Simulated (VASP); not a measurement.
# TiPt3 (Pm-3m) in VASP: further runs, part 2 of 3

VASP 6.6.1.

## 4. Single point, revPBE

This run uses another cell than the first one, of 14.94 Å³/atom, 1.063 times its volume.

INCAR

```
  PREC = Accurate
  ENCUT = 520
  EDIFF = 1E-6
  ISMEAR = -1
  SIGMA = 0.3
  LREAL = False
  LASPH = True
  NELM = 80
  ALGO = Normal
  ISIF = 2
  LWAVE = False
  LCHARG = True
  GGA = RE
  LELF = True
  LVHAR = True
  NBANDS = 29
```

KPOINTS

```
regular mesh
0
Gamma
  6 6 6
```

POSCAR

```
TiPt3
1.0
    3.9099469390      0.0000000000      0.0000000000
    0.0000000000      3.9099469390      0.0000000000
    0.0000000000      0.0000000000      3.9099469390
Ti Pt
1 3
Direct
    0.0000000000      0.0000000000      0.0000000000
    0.0000000000      0.5000000000      0.5000000000
    0.5000000000      0.0000000000      0.5000000000
    0.5000000000      0.5000000000      0.0000000000
```

Potentials or basis: VASP PAW PBE potentials, release 64 (Ti_sv, Pt).

On the command line:

```console
cat potpaw_PBE.64/Ti_sv/POTCAR potpaw_PBE.64/Pt/POTCAR > POTCAR
mpirun -np 1 vasp_std > vasp.out
```

OUTCAR:

```text
PREC = Accurate
   ENCUT = 520
   EDIFF = 1E-6
   ISMEAR = -1
   LREAL = False
   LASPH = True
   NELM = 80
   ISIF = 2
   GGA = RE

 ion  position               nearest neighbor table
   1  0.000  0.000  0.000-   2 2.76   3 2.76   4 2.76   2 2.76   3 2.76   2 2.76   4 2.76   2 2.76
                             3 2.76   4 2.76   3 2.76   4 2.76
   2  0.000  0.500  0.500-   1 2.76   3 2.76   4 2.76   1 2.76   4 2.76   1 2.76   3 2.76   1 2.76
                             3 2.76   4 2.76   4 2.76   3 2.76
   3  0.500  0.000  0.500-   1 2.76   2 2.76   4 2.76   1 2.76   4 2.76   2 2.76   4 2.76   4 2.76
                             1 2.76   2 2.76   1 2.76   2 2.76
   4  0.500  0.500  0.000-   1 2.76   2 2.76   3 2.76   2 2.76   3 2.76   1 2.76   3 2.76   3 2.76
                             1 2.76   2 2.76   2 2.76   1 2.76

  LATTYP: Found a simple cubic cell.
 ALAT       =     3.9099469390

  Lattice vectors:

 A1 = (   3.9099469390,   0.0000000000,   0.0000000000)
 A2 = (   0.0000000000,   3.9099469390,   0.0000000000)
 A3 = (   0.0000000000,   0.0000000000,   3.9099469390)

Analysis of symmetry for initial positions (statically):
[... 173 lines left out ...]

 val. band max:       11.4637275467   @ k =   0.1667   0.1667   0.1667
 cond. band min:      11.6959269510   @ k =   0.1667   0.0000   0.0000
 fundamental gap:      0.2321994043
 Fermi energy:        11.5900717239

 k-point     1 :       0.0000    0.0000    0.0000
  band No.  band energies     occupation
      1     -46.2496      2.00000
      2     -22.4295      2.00000
      3     -22.4295      2.00000
      4     -22.4295      2.00000
      5       1.6270      2.00000
      6       4.3958      2.00000
[... 629 lines left out ...]
     28      13.4735      0.00375
     29      17.3774      0.00000

------------------------ aborting loop because EDIFF is reached ----------------------------------------

  FORCE on cell =-STRESS in cart. coord.  units (eV):
  Direction    XX          YY          ZZ          XY          YZ          ZX
  --------------------------------------------------------------------------------------
  -------------------------------------------------------------------------------------
  Total        4.0705535      4.0705535      4.0705535     -0.0000000      0.0000000      0.0000000
  in kB      109.1067100    109.1067100    109.1067100     -0.0000000      0.0000000      0.0000000
  external PRESSURE =     109.1067100 kB  Pullay stress =       0.0000000 kB

 VOLUME and BASIS-vectors are now :
 -----------------------------------------------------------------------------
  energy-cutoff  :      520.00
  volume of cell :       59.77
      direct lattice vectors                 reciprocal lattice vectors
     3.909946939  0.000000000  0.000000000     0.255757946  0.000000000  0.000000000
     0.000000000  3.909946939  0.000000000     0.000000000  0.255757946  0.000000000
     0.000000000  0.000000000  3.909946939     0.000000000  0.000000000  0.255757946

 POSITION                                       TOTAL-FORCE (eV/Angst)
 -----------------------------------------------------------------------------------
      0.00000      0.00000      0.00000         0.000000      0.000000      0.000000
      0.00000      1.95497      1.95497         0.000000      0.000000      0.000000
      1.95497      0.00000      1.95497         0.000000      0.000000      0.000000
      1.95497      1.95497      0.00000         0.000000      0.000000      0.000000
 -----------------------------------------------------------------------------------
    total drift:                                0.000000      0.000000     -0.000000

  FREE ENERGIE OF THE ION-ELECTRON SYSTEM (eV)
  ---------------------------------------------------
  free  energy   TOTEN  =       -27.9074604695 eV

  energy  without entropy=      -27.1117374476  energy(sigma->0) =      -27.50959896
```

stdout:

```text
POSCAR found type information on POSCAR TiPt
 POSCAR found :  2 types and       4 ions
 scaLAPACK will be used
 -----------------------------------------------------------------------------
|                                                                             |
|                                                                             |
|     You enforced a specific xc type in the INCAR file but a different       |
|     I HOPE YOU KNOW WHAT YOU ARE DOING!                                     |
|                                                                             |
 -----------------------------------------------------------------------------

 LDA part: xc-table for (Slater+PW92), standard interpolation
 POSCAR, INCAR and KPOINTS ok, starting setup
 FFT: planning ... GRIDC
 FFT: planning ... GRID_SOFT
 FFT: planning ... GRID
 WAVECAR not read
 entering main loop
```

Wall time 37 s (1 thread of Intel Xeon Platinum 8259CL at 2.50GHz (Skylake/Cascade Lake), shared host); peak memory 0.18 GiB.

Results:

| Property | Result |
| --- | --- |
| Free energy | -27.9075 eV |
| Pressure | 10.9 GPa |
| Band gap on the k mesh | zero (band 21 reaches 13.29 eV, above the bottom of band 22 at 11.24 eV) |

Levels at points of the mesh, in eV from the Fermi level:
```tsv
k point	band 19	band 20	band 21	band 22	band 23	band 24
(0.00, 0.00, 0.00)	0.14	0.14	1.70	1.70	1.77	1.77
(0.50, 0.00, 0.00)	-2.45	-1.26	0.14	0.14	0.14	0.84
(0.50, 0.50, 0.00)	-2.15	-2.15	-2.13	0.56	0.56	0.77
(0.50, 0.50, 0.50)	-0.48	-0.48	-0.35	-0.35	-0.35	1.46
```

Caveat: the PAW data sets were made with another functional, which shifts forces and pressure a little; spin-orbit coupling is left out, which moves the levels of the heavy elements.

## 5. Single point, revPBE

This run uses another cell than the first one, of 15.39 Å³/atom, 1.095 times its volume.

INCAR

```
SYSTEM = TiPt3
ALGO = Normal
EDIFF = 1E-6
ENCUT = 520
GGA = RE
ISIF = 2
ISMEAR = -1
LASPH = .True.
LCHARG = .False.
LREAL = .False.
LWAVE = .False.
NBANDS = 29
NELM = 100
PREC = Accurate
SIGMA = 0.3
```

KPOINTS

```
k-points
0
Gamma
  6 6 6
  0 0 0
```

POSCAR

```
TiPt3
1.0
    3.9482821967      0.0000000000      0.0000000000
    0.0000000000      3.9482821967      0.0000000000
    0.0000000000      0.0000000000      3.9482821967
Ti Pt
1 3
Direct
    0.0000000000      0.0000000000      0.0000000000
    0.0000000000      0.5000000000      0.5000000000
    0.5000000000      0.0000000000      0.5000000000
    0.5000000000      0.5000000000      0.0000000000
```

Potentials or basis: VASP PAW PBE potentials, release 64 (Ti_sv, Pt).

On the command line:

```console
cat potpaw_PBE.64/Ti_sv/POTCAR potpaw_PBE.64/Pt/POTCAR > POTCAR
mpirun -np 1 vasp_std > vasp.out
```

OUTCAR:

```text
SYSTEM = TiPt3
   EDIFF = 1E-6
   ENCUT = 520
   GGA = RE
   ISIF = 2
   ISMEAR = -1
   LASPH = .True.
   LREAL = .False.
   NELM = 100
   PREC = Accurate

 ion  position               nearest neighbor table
   1  0.000  0.000  0.000-   2 2.79   3 2.79   4 2.79   2 2.79   3 2.79   2 2.79   4 2.79   2 2.79
                             3 2.79   4 2.79   3 2.79   4 2.79
   2  0.000  0.500  0.500-   1 2.79   3 2.79   4 2.79   1 2.79   4 2.79   1 2.79   3 2.79   1 2.79
                             3 2.79   4 2.79   4 2.79   3 2.79
   3  0.500  0.000  0.500-   1 2.79   2 2.79   4 2.79   1 2.79   4 2.79   2 2.79   4 2.79   4 2.79
                             1 2.79   2 2.79   1 2.79   2 2.79
   4  0.500  0.500  0.000-   1 2.79   2 2.79   3 2.79   2 2.79   3 2.79   1 2.79   3 2.79   3 2.79
                             1 2.79   2 2.79   2 2.79   1 2.79

  LATTYP: Found a simple cubic cell.
 ALAT       =     3.9482821967

  Lattice vectors:

 A1 = (   3.9482821967,   0.0000000000,   0.0000000000)
 A2 = (   0.0000000000,   3.9482821967,   0.0000000000)
 A3 = (   0.0000000000,   0.0000000000,   3.9482821967)

Analysis of symmetry for initial positions (statically):
=====================================================================
 Subroutine PRICEL returns:
 Original cell was already a primitive cell.

 Routine SETGRP: Setting up the symmetry group for a
 simple cubic supercell.

 Subroutine GETGRP returns: Found 48 space group operations
 (whereof 48 operations were pure point group operations)
 out of a pool of 48 trial point group operations.

The static configuration has the point symmetry O_h .

Analysis of symmetry for dynamics (positions and initial velocities):
=====================================================================
 Subroutine PRICEL returns:
 Original cell was already a primitive cell.

[... 121 lines left out ...]
   ISMEAR =    -1;   SIGMA  =   0.30  broadening in eV -4-tet -1-fermi 0-gaus
   EFERMI_NEDOS =   21; number of points for ismear=-14 and -15
   IALGO  =     38    algorithm
   IMIX   =      4    mixing-type and parameters
     AMIX     =   0.40;   BMIX     =  1.00
     AMIX_MAG =   1.60;   BMIX_MAG =  1.00
  volume/ion in A,a.u.               =      15.39       103.84
  Fermi-wavevector in a.u.,A,eV,Ry     =   1.441285  2.723633 28.263399  2.077301
  Thomas-Fermi vector in A             =   2.559934
   LORBIT       =      0    0 simple, 1 ext, 2 COOP (PROOUT), +10 PAW based schemes
   GGA     = RE    functional components
   LHFCALC =     F    Hartree Fock is set to
   AEXX    =    0.0000 exact exchange contribution
   IVDW    =     0    specifies the selected vdW correction
   LEPSILON=     F    determine dielectric tensor
   LRPA    =     F    only Hartree local field effects (RPA)
 non-spin polarized calculation
  energy-cutoff  :      520.00
  volume of cell :       61.55
 maximum number of plane-waves:      1675
 NGX is ok and might be reduce to    30
   NGX = 15   NGY = 15   NGZ = 15

 number of electron      42.0000003 magnetization

 Free energy of the ion-electron system (eV)
  ---------------------------------------------------
  ext. energy  EPLUGINS =         0.00000000
  ---------------------------------------------------
  free energy    TOTEN  =       -27.98795915 eV

  energy without entropy =      -27.15940379  energy(sigma->0) =      -27.57368147

 E-fermi :  11.0753     XC(G=0): -13.0017

 val. band max:       10.9336131534   @ k =   0.1667   0.1667   0.1667
 cond. band min:      11.1840906282   @ k =   0.0000   0.0000   0.0000
 fundamental gap:      0.2504774748
 Fermi energy:        11.0753302932

 k-point     1 :       0.0000    0.0000    0.0000
  band No.  band energies     occupation
      1     -46.7937      2.00000
      2     -22.9646      2.00000
      3     -22.9646      2.00000
      4     -22.9646      2.00000
      5       1.3967      2.00000
      6       4.1835      2.00000
[... 629 lines left out ...]
     28      12.8967      0.00461
     29      16.6363      0.00000

------------------------ aborting loop because EDIFF is reached ----------------------------------------

  FORCE on cell =-STRESS in cart. coord.  units (eV):
  Direction    XX          YY          ZZ          XY          YZ          ZX
  --------------------------------------------------------------------------------------
  -------------------------------------------------------------------------------------
  Total        1.3688177      1.3688177      1.3688177     -0.0000000      0.0000000     -0.0000000
  in kB       35.6312983     35.6312983     35.6312983     -0.0000000      0.0000000     -0.0000000
  external PRESSURE =      35.6312983 kB  Pullay stress =       0.0000000 kB

 VOLUME and BASIS-vectors are now :
 -----------------------------------------------------------------------------
  energy-cutoff  :      520.00
  volume of cell :       61.55
      direct lattice vectors                 reciprocal lattice vectors
     3.948282197  0.000000000  0.000000000     0.253274703  0.000000000  0.000000000
     0.000000000  3.948282197  0.000000000     0.000000000  0.253274703  0.000000000
     0.000000000  0.000000000  3.948282197     0.000000000  0.000000000  0.253274703

 POSITION                                       TOTAL-FORCE (eV/Angst)
 -----------------------------------------------------------------------------------
      0.00000      0.00000      0.00000         0.000000      0.000000      0.000000
      0.00000      1.97414      1.97414         0.000000      0.000000      0.000000
      1.97414      0.00000      1.97414         0.000000      0.000000      0.000000
      1.97414      1.97414      0.00000         0.000000      0.000000      0.000000
 -----------------------------------------------------------------------------------
    total drift:                                0.000000      0.000000     -0.000000

  FREE ENERGIE OF THE ION-ELECTRON SYSTEM (eV)
  ---------------------------------------------------
  free  energy   TOTEN  =       -27.9879591496 eV

  energy  without entropy=      -27.1594037942  energy(sigma->0) =      -27.57368147
```

OSZICAR:

```text
N       E                     dE             d eps       ncg     rms          rms(c)
DAV:   1     0.372916606789E+03    0.37292E+03   -0.20898E+04  1160   0.155E+03
DAV:   2    -0.392330050942E+01   -0.37684E+03   -0.35823E+03  1225   0.401E+02
DAV:   3    -0.300632412999E+02   -0.26140E+02   -0.25014E+02  1475   0.990E+01
DAV:   4    -0.308746182572E+02   -0.81138E+00   -0.80805E+00  1445   0.164E+01
DAV:   5    -0.308958283226E+02   -0.21210E-01   -0.21206E-01  1436   0.254E+00    0.203E+01
DAV:   6    -0.296559728480E+02    0.12399E+01   -0.11013E+01  1303   0.282E+01    0.143E+01
DAV:   7    -0.287670497682E+02    0.88892E+00   -0.15760E+01  1553   0.285E+01    0.994E+00
DAV:   8    -0.280310529201E+02    0.73600E+00   -0.95098E-01  1263   0.896E+00    0.342E+00
DAV:   9    -0.280238300051E+02    0.72229E-02   -0.41855E-01  1691   0.397E+00    0.185E+00
DAV:  10    -0.279882467522E+02    0.35583E-01   -0.87118E-02  1318   0.244E+00    0.345E-01
DAV:  11    -0.279900699351E+02   -0.18232E-02   -0.22682E-03  1374   0.414E-01    0.441E-01
DAV:  12    -0.279879470552E+02    0.21229E-02   -0.49700E-03  1481   0.526E-01    0.135E-02
DAV:  13    -0.279879603355E+02   -0.13280E-04   -0.99832E-05  1290   0.693E-02    0.149E-02
DAV:  14    -0.279879592616E+02    0.10740E-05   -0.80209E-06  1274   0.205E-02    0.672E-03
DAV:  15    -0.279879591496E+02    0.11199E-06   -0.11827E-06   908   0.107E-02
   1 F= -.27987959E+02 E0= -.27573681E+02  d E =-.828555E+00
```

It took 39 s on 1 thread of Intel Xeon Platinum 8259CL at 2.50GHz (Skylake/Cascade Lake), shared host; peak memory 0.18 GiB.

What came out:

```yaml
Free_energy: -27.9880 eV
Pressure: 3.6 GPa
Band_gap_on_the_k_mesh: zero (band 21 reaches 12.72 eV, above the bottom of band 22 at 10.73 eV)
```

Levels at points of the mesh, in eV from the Fermi level:
| k point | band 19 | band 20 | band 21 | band 22 | band 23 | band 24 |
| --- | --- | --- | --- | --- | --- | --- |
| (0.00, 0.00, 0.00) | 0.11 | 0.11 | 1.64 | 1.64 | 1.78 | 1.78 |
| (0.50, 0.00, 0.00) | -2.35 | -1.22 | 0.11 | 0.16 | 0.16 | 0.84 |
| (0.50, 0.50, 0.00) | -2.07 | -2.04 | -2.03 | 0.56 | 0.56 | 0.77 |
| (0.50, 0.50, 0.50) | -0.42 | -0.42 | -0.35 | -0.35 | -0.35 | 1.40 |

Caveat: the PAW data sets were made with another functional, which shifts forces and pressure a little; spin-orbit coupling is left out, which moves the levels of the heavy elements.

[end of part 2 of 3]
